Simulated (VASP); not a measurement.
Re, 2 atoms in the cell. Symmetry: I4_1/amd, No. 141, tetragonal system. The conventional cell has a = 4.821 Å, b = 4.821 Å, c = 2.651 Å, α = 90.00°, β = 90.00°, γ = 90.00°. Re (site symmetry -4m2) has 10 Re at 2.50 to 3.12 Å within 3.3 Å. 

- Program: VASP 6.6.1
- Task: relaxation of cell and atoms
- Functional: PBE
- Potentials or basis: VASP PAW PBE potentials, release 64 (Re)
- Cutoff: 600 eV
- k mesh: 18 × 18 × 18
- Occupations: fermi-dirac, width 0.1 eV
- Spin: no spin polarisation
- Dipole correction: no
- Further INCAR settings: ALGO = Normal; EDIFF = 1e-06; IBRION = 2; EDIFFG = -0.005; NSW = 60; ISIF = 3

Potentials or basis: VASP PAW PBE potentials, release 64 (Re).

The run is started by

```console
$ cat potpaw_PBE.64/Re/POTCAR > POTCAR
$ mpirun -np 1 vasp_std > vasp.out
```

Hardware: 1 thread of Oxide Virtual Turin-like Processor, with other jobs on the host.

**Question.** How long does it take, and how much memory?

**Answer.** It took 33 min on 1 thread of Oxide Virtual Turin-like Processor (shared host), peak memory 0.31 GiB. Counts: scf iterations 76, k points 480, ion steps 14.
